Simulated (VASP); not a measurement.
# CdSe (F-43m) in VASP: notebook

CdSe is run at these levels: PBEsol; tasks: single point.

Everything below comes from runs of VASP 6.6.1. Logs are shortened: lines on timing, memory, paths and dates and some standing lists are left out, and cuts for length are marked.

## Step 1: The cell of the first run

The structure is cubic, space group F-43m (No. 216). Conventional cell: a = 5.808 Å, b = 5.808 Å, c = 5.808 Å, α = 90.00°, β = 90.00°, γ = 90.00°. Within 3.3 Å of Cd (site symmetry -43m) lie 4 Se at 2.51 Å. Within 3.3 Å of Se (site symmetry -43m) lie 4 Cd at 2.51 Å.

## Step 2: Single point, PBEsol, non-collinear spin, zero start, spin-orbit coupling

The input, INCAR:

```
SYSTEM = CdSe
PREC = Accurate
ENCUT = 520
EDIFF = 1E-6
ISMEAR = -1
SIGMA = 0.01
LREAL = .False.
LASPH = .True.
NELM = 150
ALGO = Normal
ISIF = 2
LWAVE = .False.
LCHARG = .False.
MAGMOM = 0 0 0 0 0 0
LORBIT = 11
LSORBIT = .True.
GGA_COMPAT = .False.
LORBMOM = .True.
GGA = PS
NBANDS = 30
```

The input, KPOINTS:

```
Automatic mesh
0
Gamma
  6 6 6
  0 0 0
```

The input, POSCAR:

```
CdSe
1.0
    2.9038368515      2.9038368515      0.0000000000
   -2.9038368515      2.9038368515      0.0000000000
    0.0000000000      2.9038368515      2.9038368515
Cd Se
1 1
Direct
    0.0000000000      0.0000000000      0.0000000000
    0.7500000000      0.2500000000      0.5000000000
```

Potentials or basis: VASP PAW PBE potentials, release 64 (Cd, Se).

On the command line:

```console
$ cat potpaw_PBE.64/Cd/POTCAR potpaw_PBE.64/Se/POTCAR > POTCAR
$ mpirun -np 1 vasp_ncl > vasp.out
```

OUTCAR:

```text
SYSTEM = CdSe
   PREC = Accurate
   ENCUT = 520
   EDIFF = 1E-6
   ISMEAR = -1
   LREAL = .False.
   LASPH = .True.
   NELM = 150
   ISIF = 2
   LORBIT = 11
   LSORBIT = .True.
   GGA = PS

 ion  position               nearest neighbor table
   1  0.000  0.000  0.000-   2 2.51   2 2.51   2 2.51   2 2.51
   2  0.750  0.250  0.500-   1 2.51   1 2.51   1 2.51   1 2.51

  LATTYP: Found a face centered cubic cell.
 ALAT       =     5.8076737030

  Lattice vectors:

 A1 = (   0.0000000000,   2.9038368515,   2.9038368515)
 A2 = (   2.9038368515,   0.0000000000,   2.9038368515)
 A3 = (   2.9038368515,   2.9038368515,   0.0000000000)

Analysis of symmetry for initial positions (statically):
=====================================================================
 Subroutine PRICEL returns:
 Original cell was already a primitive cell.

 Routine SETGRP: Setting up the symmetry group for a
 face centered cubic supercell.

 Subroutine GETGRP returns: Found 24 space group operations
 (whereof 24 operations were pure point group operations)
 out of a pool of 48 trial point group operations.

The static configuration has the point symmetry T_d .

Analysis of symmetry for dynamics (positions and initial velocities):
=====================================================================
 Subroutine PRICEL returns:
 Original cell was already a primitive cell.

 Routine SETGRP: Setting up the symmetry group for a
 face centered cubic supercell.

 Subroutine GETGRP returns: Found 24 space group operations
 (whereof 24 operations were pure point group operations)
 out of a pool of 48 trial point group operations.

The dynamic configuration has the point symmetry T_d .

Analysis of structural, dynamic, and magnetic symmetry:
=====================================================================
 Subroutine PRICEL returns:
 Original cell was already a primitive cell.

 Routine SETGRP: Setting up the symmetry group for a
 face centered cubic supercell.

 Subroutine GETGRP returns: Found 24 space group operations
 (whereof 24 operations were pure point group operations)
 out of a pool of 48 trial point group operations.

The overall configuration has the point symmetry T_d .

 Subroutine INISYM returns: Found 24 space group operations
 (whereof 24 operations are pure point group operations),
 and found     1 'primitive' translations

----------------------------------------------------------------------------------------

                                     Primitive cell

  volume of cell :      48.9719

  direct lattice vectors                    reciprocal lattice vectors
     2.903836851  2.903836851  0.000000000     0.172185982  0.172185982 -0.172185982
    -2.903836851  2.903836851  0.000000000    -0.172185982  0.172185982 -0.172185982
     0.000000000  2.903836851  2.903836851     0.000000000  0.000000000  0.344371964

  length of vectors
     4.106645458  4.106645458  4.106645458     0.298234869  0.298234869  0.344371964

  position of ions in fractional coordinates (direct lattice)
     0.000000000  0.000000000  0.000000000
     0.750000000  0.250000000  0.500000000

  ion indices of the primitive-cell ions
   primitive index   ion index
                 1           1
                 2           2

----------------------------------------------------------------------------------------

 KPOINTS: Automatic mesh

Automatic generation of k-mesh.
 Grid dimensions read from file:
 generate k-points for:    6    6    6

 Generating k-lattice:

  Cartesian coordinates                     Fractional coordinates (reciprocal lattice)
     0.028697664  0.028697664 -0.028697664     0.166666667  0.000000000  0.000000000
    -0.028697664  0.028697664 -0.028697664     0.000000000  0.166666667  0.000000000
[... 95 lines left out ...]

 number of electron      18.0000004 magnetization       0.0000000      0.0000000     -0.0000000

 number of electron      18.0000004 magnetization      -0.0000000      0.0000000     -0.0000000

 Free energy of the ion-electron system (eV)
  ---------------------------------------------------
  ext. energy  EPLUGINS =         0.00000000
  ---------------------------------------------------
  free energy    TOTEN  =        -6.00262088 eV

  energy without entropy =       -6.00262088  energy(sigma->0) =       -6.00262088

 E-fermi :   2.4320     XC(G=0):  -9.7460

 val. band max:        2.1535080690   @ k =   0.0000   0.0000   0.0000
 cond. band min:       2.7840944599   @ k =   0.0000   0.0000   0.0000
 fundamental gap:      0.6305863909
 Fermi energy:         2.4320001422

 k-point     1 :       0.0000    0.0000    0.0000
  band No.  band energies     occupation
      1     -11.4885      1.00000
      2     -11.4885      1.00000
      3      -6.7258      1.00000
      4      -6.7258      1.00000
      5      -6.7258      1.00000
      6      -6.7258      1.00000
[... 715 lines left out ...]
     29      15.2760      0.00000
     30      15.3559      0.00000

------------------------ aborting loop because EDIFF is reached ----------------------------------------

  FORCE on cell =-STRESS in cart. coord.  units (eV):
  Direction    XX          YY          ZZ          XY          YZ          ZX
  --------------------------------------------------------------------------------------
  -------------------------------------------------------------------------------------
  Total        3.2302272      3.2302272      3.2302272      0.0000000     -0.0000000      0.0000000
  in kB      105.6810268    105.6810268    105.6810268      0.0000000     -0.0000000      0.0000000
  external PRESSURE =     105.6810268 kB  Pullay stress =       0.0000000 kB

 VOLUME and BASIS-vectors are now :
 -----------------------------------------------------------------------------
  energy-cutoff  :      520.00
  volume of cell :       48.97
      direct lattice vectors                 reciprocal lattice vectors
     2.903836851  2.903836851  0.000000000     0.172185982  0.172185982 -0.172185982
    -2.903836851  2.903836851  0.000000000    -0.172185982  0.172185982 -0.172185982
     0.000000000  2.903836851  2.903836851     0.000000000  0.000000000  0.344371964

 POSITION                                       TOTAL-FORCE (eV/Angst)
 -----------------------------------------------------------------------------------
      0.00000      0.00000      0.00000         0.000000      0.000000     -0.000000
      1.45192      4.35576      1.45192        -0.000000     -0.000000      0.000000
 -----------------------------------------------------------------------------------
    total drift:                               -0.000000     -0.000000      0.000000

  FREE ENERGIE OF THE ION-ELECTRON SYSTEM (eV)
  ---------------------------------------------------
  free  energy   TOTEN  =        -6.0026208764 eV

  energy  without entropy=       -6.0026208764  energy(sigma->0) =       -6.00262088

 orbital moment (x)

 # of ion     p       d       tot
 ----------------------------------------
  1        -0.000   0.000   0.000
  2         0.000  -0.000   0.000
 ----------------------------------------
            0.000   0.000   0.000

 orbital moment (y)

 # of ion     p       d       tot
 ----------------------------------------
  1         0.000  -0.000  -0.000
  2        -0.000   0.000  -0.000
 ----------------------------------------
            0.000  -0.000  -0.000

 orbital moment (z)

 # of ion     p       d       tot
 ----------------------------------------
  1         0.000   0.000   0.000
  2         0.000   0.000   0.000
 ----------------------------------------
            0.000   0.000   0.000

 Spin-Orbit-Coupling matrix elements

 Ion:    1  E_soc:     -0.0627940
 l=   1
     0.0000000    -0.0033483    -0.0033483
    -0.0033483     0.0000000    -0.0033483
    -0.0033483    -0.0033483     0.0000000
 l=   2
     0.0000000    -0.0014604     0.0000000    -0.0014604    -0.0056569
    -0.0014604     0.0000000    -0.0042427    -0.0014604    -0.0014142
     0.0000000    -0.0042427     0.0000000    -0.0042427     0.0000000
    -0.0014604    -0.0014604    -0.0042427     0.0000000    -0.0014142
    -0.0056569    -0.0014142     0.0000000    -0.0014142     0.0000000
 l=   3
     0.0000000     0.0000000     0.0000000     0.0000000     0.0000000     0.0000000     0.0000000
     0.0000000     0.0000000     0.0000000     0.0000000     0.0000000     0.0000000     0.0000000
     0.0000000     0.0000000     0.0000000     0.0000000     0.0000000     0.0000000     0.0000000
     0.0000000     0.0000000     0.0000000     0.0000000     0.0000000     0.0000000     0.0000000
     0.0000000     0.0000000     0.0000000     0.0000000     0.0000000     0.0000000     0.0000000
     0.0000000     0.0000000     0.0000000     0.0000000     0.0000000     0.0000000     0.0000000
     0.0000000     0.0000000     0.0000000     0.0000000     0.0000000     0.0000000     0.0000000

 Ion:    2  E_soc:     -0.0385548
 l=   1
     0.0000000    -0.0064148    -0.0064148
    -0.0064148     0.0000000    -0.0064148
    -0.0064148    -0.0064148     0.0000000
 l=   2
     0.0000000    -0.0000047     0.0000000    -0.0000047    -0.0000063
    -0.0000047     0.0000000    -0.0000047    -0.0000047    -0.0000016
     0.0000000    -0.0000047     0.0000000    -0.0000047     0.0000000
    -0.0000047    -0.0000047    -0.0000047     0.0000000    -0.0000016
    -0.0000063    -0.0000016     0.0000000    -0.0000016     0.0000000
 l=   3
     0.0000000     0.0000000     0.0000000     0.0000000     0.0000000     0.0000000     0.0000000
     0.0000000     0.0000000     0.0000000     0.0000000     0.0000000     0.0000000     0.0000000
     0.0000000     0.0000000     0.0000000     0.0000000     0.0000000     0.0000000     0.0000000
     0.0000000     0.0000000     0.0000000     0.0000000     0.0000000     0.0000000     0.0000000
     0.0000000     0.0000000     0.0000000     0.0000000     0.0000000     0.0000000     0.0000000
     0.0000000     0.0000000     0.0000000     0.0000000     0.0000000     0.0000000     0.0000000
     0.0000000     0.0000000     0.0000000     0.0000000     0.0000000     0.0000000     0.0000000

 total charge

# of ion       s       p       d       tot
------------------------------------------
    1        0.477   0.410   9.555  10.442
    2        1.441   2.458   0.036   3.934
--------------------------------------------------
tot          1.918   2.867   9.591  14.376

 magnetization (x)

# of ion       s       p       d       tot
------------------------------------------
    1       -0.000  -0.000   0.000  -0.000
    2        0.000  -0.000   0.000  -0.000
--------------------------------------------------
tot         -0.000  -0.000   0.000  -0.000

 magnetization (y)

# of ion       s       p       d       tot
------------------------------------------
    1        0.000   0.000   0.000   0.000
    2        0.000  -0.000  -0.000  -0.000
--------------------------------------------------
tot          0.000   0.000  -0.000   0.000

 magnetization (z)

# of ion       s       p       d       tot
------------------------------------------
    1        0.000  -0.000   0.000   0.000
    2        0.000  -0.000   0.000  -0.000
--------------------------------------------------
tot          0.000  -0.000   0.000   0.000
```

It took 67 s on 1 thread of Intel Xeon Platinum 8488C (Sapphire Rapids), shared host; peak memory 0.32 GiB.

What came out:

* Free energy: -6.0026 eV
* Pressure: 10.6 GPa
* Net moment: 0.00 μB per cell
* Valence electrons inside the program's atomic spheres: Cd 10.44; Se 3.93

Moments on the atoms (μB; x, y, z):
```
Cd  0.00 0.00 0.00
Se  0.00 0.00 0.00
```

Caveat: the k points lie up to 0.36 Å⁻¹ apart; the PAW data sets were made with another functional, which shifts forces and pressure a little.

## Step 3: Single point, PBEsol, non-collinear spin, zero start, spin-orbit coupling

This run uses another cell than the first one, of 25.33 Å³/atom, 1.034 times its volume.

The input, INCAR:

```
  PREC = Accurate
  ENCUT = 520
  EDIFF = 1E-6
  ISMEAR = -1
  SIGMA = 0.01
  LREAL = False
  LASPH = True
  NELM = 150
  ALGO = Normal
  ISIF = 2
  LWAVE = False
  LCHARG = False
  MAGMOM = 0 0 0 0 0 0
  LORBIT = 11
  LSORBIT = True
  GGA_COMPAT = False
  LORBMOM = True
  GGA = PS
  NBANDS = 30
```

The input, KPOINTS:

```
regular mesh
0
Gamma
  6 6 6
```

The input, POSCAR:

```
CdSe
1.0
    2.9367869295      2.9367869295      0.0000000000
   -2.9367869295      2.9367869295      0.0000000000
    0.0000000000      2.9367869295      2.9367869295
Cd Se
1 1
Direct
    0.0000000000      0.0000000000      0.0000000000
    0.7500000000      0.2500000000      0.5000000000
```

Potentials or basis: VASP PAW PBE potentials, release 64 (Cd, Se).

On the command line:

```console
$ cat potpaw_PBE.64/Cd/POTCAR potpaw_PBE.64/Se/POTCAR > POTCAR
$ mpirun -np 1 vasp_ncl > vasp.out
```

Wall time 61 s (1 thread of Intel Xeon Platinum 8488C (Sapphire Rapids), shared host); peak memory 0.33 GiB.

The run converged. Its results:

- Free energy: -6.0972 eV
- Pressure: 7.5 GPa
- Net moment: 0.00 μB per cell
- Valence electrons inside the program's atomic spheres: Cd 10.41; Se 3.91

Moments on the atoms (μB; x, y, z):
```
Cd  0.00 0.00 0.00
Se  0.00 0.00 0.00
```

Caveat: the PAW data sets were made with another functional, which shifts forces and pressure a little.
